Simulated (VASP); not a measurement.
# B (I4/mmm) in VASP: single point with PBEsol

Aim: the single point of B with PBEsol.

Program: VASP 6.6.1. These are calculated values, not measurements. Logs are shortened: lines on timing, memory, paths and dates and some standing lists are left out, and cuts for length are marked.

**1. The cell of the first run**

The structure is tetragonal, space group I4/mmm (No. 139). Conventional cell: a = 2.218 Å, b = 2.218 Å, c = 3.848 Å, α = 90.00°, β = 90.00°, γ = 90.00°. Within 2.9 Å of B (site symmetry 4/mmm) lie 12 B at 2.22 to 2.48 Å.

**2. Single point, PBEsol (Ga replaced by B, lengths x 0.813, strained)**

Contents of INCAR:

```
ALGO = Normal
EDIFF = 1E-7
ENCUT = 520
GGA = PS
ISIF = 2
ISMEAR = 0
LASPH = T
LCHARG = F
LREAL = F
LWAVE = F
NBANDS = 8
NELM = 100
PREC = Accurate
SIGMA = 0.1
```

Contents of KPOINTS:

```
k-points
0
Gamma
  26 26 26
```

Contents of POSCAR:

```
B
1.0
   -1.1091570539      1.1091570539      1.9240242736
    1.1091570539     -1.1091570539      1.9240242736
    1.1091570539      1.1091570539     -1.9240242736
B
1
Direct
    0.0000000000      0.0000000000      0.0000000000
```

Potentials or basis: VASP PAW PBE potentials, release 64 (B).

The run is started by

```
$ cat potpaw_PBE.64/B/POTCAR > POTCAR
$ mpirun -np 1 vasp_std > vasp.out
```

OUTCAR:

```text
EDIFF = 1E-7
   ENCUT = 520
   GGA = PS
   ISIF = 2
   ISMEAR = 0
   LASPH = T
   LREAL = F
   NELM = 100
   PREC = Accurate

 ion  position               nearest neighbor table
   1  0.000  0.000  0.000-

  LATTYP: Found a body centered tetragonal cell.
 ALAT       =     2.2183141078
 C/A-ratio  =     1.7346725307

  Lattice vectors:

 A1 = (  -1.1091570539,   1.1091570539,   1.9240242736)
 A2 = (   1.1091570539,  -1.1091570539,   1.9240242736)
 A3 = (   1.1091570539,   1.1091570539,  -1.9240242736)

Analysis of symmetry for initial positions (statically):
=====================================================================
 Subroutine PRICEL returns:
 Original cell was already a primitive cell.

 Routine SETGRP: Setting up the symmetry group for a
 body centered tetragonal supercell.

 Subroutine GETGRP returns: Found 16 space group operations
 (whereof 16 operations were pure point group operations)
 out of a pool of 16 trial point group operations.

The static configuration has the point symmetry D_4h.

Analysis of symmetry for dynamics (positions and initial velocities):
=====================================================================
 Subroutine PRICEL returns:
 Original cell was already a primitive cell.

 Routine SETGRP: Setting up the symmetry group for a
 body centered tetragonal supercell.

 Subroutine GETGRP returns: Found 16 space group operations
 (whereof 16 operations were pure point group operations)
 out of a pool of 16 trial point group operations.

The dynamic configuration has the point symmetry D_4h.

 Subroutine INISYM returns: Found 16 space group operations
 (whereof 16 operations are pure point group operations),
 and found     1 'primitive' translations

----------------------------------------------------------------------------------------

                                     Primitive cell

  volume of cell :       9.4680

  direct lattice vectors                    reciprocal lattice vectors
    -1.109157054  1.109157054  1.924024274     0.000000000  0.450792787  0.259871981
     1.109157054 -1.109157054  1.924024274     0.450792787  0.000000000  0.259871981
     1.109157054  1.109157054 -1.924024274     0.450792787  0.450792787  0.000000000

  length of vectors
     2.482403703  2.482403703  2.482403703     0.520334108  0.520334108  0.637517274

  position of ions in fractional coordinates (direct lattice)
     0.000000000  0.000000000  0.000000000

  ion indices of the primitive-cell ions
   primitive index   ion index
                 1           1

----------------------------------------------------------------------------------------

 KPOINTS: k-points

Automatic generation of k-mesh.
 Grid dimensions read from file:
 generate k-points for:   26   26   26

 Generating k-lattice:

  Cartesian coordinates                     Fractional coordinates (reciprocal lattice)
     0.000000000  0.017338184  0.009995076     0.038461538  0.000000000  0.000000000
     0.017338184  0.000000000  0.009995076     0.000000000  0.038461538  0.000000000
     0.017338184  0.017338184  0.000000000     0.000000000  0.000000000  0.038461538

  Length of vectors
     0.020012850  0.020012850  0.024519895

  Shift w.r.t. Gamma in fractional coordinates (k-lattice)
     0.000000000  0.000000000  0.000000000

 Subroutine IBZKPT returns following result:
 ===========================================

 Found   1330 irreducible k-points:

 Following reciprocal coordinates:
            Coordinates               Weight
  0.000000  0.000000  0.000000      1.000000
  0.038462 -0.000000  0.000000      8.000000
  0.076923 -0.000000  0.000000      8.000000
  0.115385  0.000000 -0.000000      8.000000
  0.153846  0.000000 -0.000000      8.000000
  0.192308 -0.000000  0.000000      8.000000
[... 16 lines left out ...]
  0.346154  0.038462  0.000000     16.000000
  0.384615  0.038462  0.000000     16.000000
 [... further k-points ...]
   k-points           NKPTS =   1330   k-points in BZ     NKDIM =   1330   number of bands    NBANDS=      8
   number of dos      NEDOS =    301   number of ions     NIONS =      1
   total plane-waves  NPLWV =   5832
   dimension x,y,z NGX =    18 NGY =   18 NGZ =   18
   dimension x,y,z NGXF=    36 NGYF=   36 NGZF=   36
   ions per type =               1
   NGX,Y,Z   is equivalent  to a cutoff of  12.05, 12.05, 12.05 a.u.
   NGXF,Y,Z  is equivalent  to a cutoff of  24.11, 24.11, 24.11 a.u.
 SYSTEM =  unknown system
   PREC   = accura    normal or accurate (medium, high low for compatibility)
   ISTART =      0    job   : 0-new  1-cont  2-samecut
   ICHARG =      2    charge: 1-file 2-atom 10-const
   ISPIN  =      1    spin polarized calculation?
   LNONCOLLINEAR =      F non collinear calculations
   LSORBIT =      F    spin-orbit coupling
   LASPH  =      T    aspherical Exc in radial PAW
   ENCUT  =  520.0 eV  38.22 Ry    6.18 a.u.   4.62  4.62  4.62*2*pi/ulx,y,z
   NELM   =    100;   NELMIN=  2; NELMDL= -5     # of ELM steps
   EDIFF  = 0.1E-06   stopping-criterion for ELM
   LREAL  =      F    real-space projection
   EDIFFG = 0.1E-05   stopping-criterion for IOM
   NSW    =      0    number of steps for IOM
   IBRION =     -1    ionic relax: 0-MD 1-quasi-New 2-CG
   NFREE  =      0    steps in history (QN), initial steepest desc. (CG)
   ISIF   =      2    stress and relaxation
   ISYM   =      2    0-nonsym 1-usesym 2-fastsym
   POTIM  = 0.5000    time-step for ionic-motion
   TEBEG  =    0.0;   TEEND  =   0.0 temperature during run
   PSTRESS=    0.0 pullay stress
   NELECT =       3.0000    total number of electrons
   NUPDOWN=      -1.0000    fix difference up-down
   EMIN   =  10.00;   EMAX   =-10.00  energy-range for DOS
   EFERMI =   0.00;   METHOD = LEGACY
   ISMEAR =     0;   SIGMA  =   0.10  broadening in eV -4-tet -1-fermi 0-gaus
   EFERMI_NEDOS =   21; number of points for ismear=-14 and -15
   IALGO  =     38    algorithm
   IMIX   =      4    mixing-type and parameters
     AMIX     =   0.40;   BMIX     =  1.00
     AMIX_MAG =   1.60;   BMIX_MAG =  1.00
  volume/ion in A,a.u.               =       9.47        63.89
  Fermi-wavevector in a.u.,A,eV,Ry     =   1.116083  2.109090 16.947969  1.245641
  Thomas-Fermi vector in A             =   2.252693
   LORBIT       =      0    0 simple, 1 ext, 2 COOP (PROOUT), +10 PAW based schemes
   GGA     = PS    functional components
   LHFCALC =     F    Hartree Fock is set to
   AEXX    =    0.0000 exact exchange contribution
   IVDW    =     0    specifies the selected vdW correction
   LEPSILON=     F    determine dielectric tensor
   LRPA    =     F    only Hartree local field effects (RPA)
 non-spin polarized calculation
 Gauss-broadening in eV      SIGMA  =   0.10
  energy-cutoff  :      520.00
  volume of cell :        9.47
 maximum number of plane-waves:       268
   NGX =  9   NGY =  9   NGZ =  9

 number of electron       3.0000000 magnetization

 Free energy of the ion-electron system (eV)
  ---------------------------------------------------
  ext. energy  EPLUGINS =         0.00000000
  ---------------------------------------------------
  free energy    TOTEN  =        -4.98122848 eV

  energy without entropy =       -4.97969746  energy(sigma->0) =       -4.98046297

 E-fermi :   4.9832     XC(G=0): -11.1486

 val. band max:        4.9782789340   @ k =   0.2692   0.1923   0.1154
 cond. band min:       4.9921535470   @ k =  -0.2692  -0.3846   0.0769
 fundamental gap:      0.0138746131
 Fermi energy:         4.9832213220

 k-point     1 :       0.0000    0.0000    0.0000
  band No.  band energies     occupation
      1      -8.7000      2.00000
      2      14.8547      0.00000
      3      16.1392      0.00000
      4      16.1392      0.00000
      5      29.7211      0.00000
      6      31.9574      0.00000
      7      32.0944      0.00000
      8      32.0944      0.00000

 k-point     2 :       0.0385   -0.0000    0.0000
  band No.  band energies     occupation
      1      -8.6494      2.00000
      2      14.7794      0.00000
      3      15.9480      0.00000
      4      16.1346      0.00000
      5      29.7782      0.00000
      6      31.0676      0.00000
      7      31.8932      0.00000
      8      32.1813      0.00000

 k-point     3 :       0.0769   -0.0000    0.0000
  band No.  band energies     occupation
      1      -8.4976      2.00000
      2      14.5413      0.00000
      3      15.4131      0.00000
      4      16.1219      0.00000
      5      29.2659      0.00000
      6      30.1487      0.00000
      7      31.9226      0.00000
      8      32.4360      0.00000

 k-point     4 :       0.1154    0.0000   -0.0000
  band No.  band energies     occupation
      1      -8.2447      2.00000
      2      14.0304      0.00000
      3      14.7156      0.00000
      4      16.1042      0.00000
      5      27.9157      0.00000
      6      30.0455      0.00000
      7      32.4489      0.00000
      8      32.8385      0.00000

 k-point     5 :       0.1538    0.0000   -0.0000
  band No.  band energies     occupation
      1      -7.8908      2.00000
      2      13.0281      0.00000
      3      14.1708      0.00000
      4      16.0857      0.00000
      5      26.7187      0.00000
      6      29.9218      0.00000
      7      33.3469      0.00000
      8      33.4202      0.00000
[... 177 lines left out ...]
 k-point    22 :       0.3077    0.0385    0.0000
  band No.  band energies     occupation
      1      -5.2261      2.00000
      2       6.7506      0.00000
      3      12.3286      0.00000
      4      15.7771      0.00000
      5      23.7328      0.00000
      6      29.8179      0.00000
      7      32.5512      0.00000
      8      34.9833      0.00000

 k-point    23 :       0.3462    0.0385    0.0000
  band No.  band energies     occupation
      1      -4.3555      2.00000
      2       5.2048      0.00173
      3      12.0261      0.00000
      4      15.8097      0.00000
      5      23.3410      0.00000
      6      29.9562      0.00000
      7      32.2391      0.00000
      8      34.7361      0.00000

 k-point    24 :       0.3846    0.0385    0.0000
  band No.  band energies     occupation
      1      -3.3950      2.00000
      2       3.7108      2.00000
      3      11.7864      0.00000
      4      15.8536      0.00000
      5      23.0524      0.00000
      6      29.9592      0.00000
      7      32.1611      0.00000
      8      34.4552      0.00000

 [... further k-points ...]

------------------------ aborting loop because EDIFF is reached ----------------------------------------

  FORCE on cell =-STRESS in cart. coord.  units (eV):
  Direction    XX          YY          ZZ          XY          YZ          ZX
  --------------------------------------------------------------------------------------
  -------------------------------------------------------------------------------------
  Total       -2.9938617     -2.9938617     -1.9722511      0.0000000     -0.0000000      0.0000000
  in kB     -506.6239238   -506.6239238   -333.7460702      0.0000000     -0.0000000      0.0000000
  external PRESSURE =    -448.9979726 kB  Pullay stress =       0.0000000 kB

 VOLUME and BASIS-vectors are now :
 -----------------------------------------------------------------------------
  energy-cutoff  :      520.00
  volume of cell :        9.47
      direct lattice vectors                 reciprocal lattice vectors
    -1.109157054  1.109157054  1.924024274     0.000000000  0.450792787  0.259871981
     1.109157054 -1.109157054  1.924024274     0.450792787  0.000000000  0.259871981
     1.109157054  1.109157054 -1.924024274     0.450792787  0.450792787  0.000000000

 POSITION                                       TOTAL-FORCE (eV/Angst)
 -----------------------------------------------------------------------------------
      0.00000      0.00000      0.00000         0.000000      0.000000      0.000000
 -----------------------------------------------------------------------------------
    total drift:                                0.000000     -0.000000      0.000000

  FREE ENERGIE OF THE ION-ELECTRON SYSTEM (eV)
  ---------------------------------------------------
  free  energy   TOTEN  =        -4.9812284821 eV

  energy  without entropy=       -4.9796974649  energy(sigma->0) =       -4.98046297
```

Run time: 28 s. Hardware: 1 thread of Intel Xeon 6975P-C (Granite Rapids), shared host; peak memory 0.18 GiB.

What came out:

| Quantity | Value |
| --- | --- |
| Free energy | -4.9812 eV |
| Pressure | -44.9 GPa |

Stress tensor (GPa, compression positive):
```
-50.66   0.00   0.00
  0.00 -50.66   0.00
  0.00   0.00 -33.37
```

Caveat: the cell differs from its parent crystal (Ga replaced by B, lengths x 0.813, strained); the PAW data sets were made with another functional, which shifts forces and pressure a little.
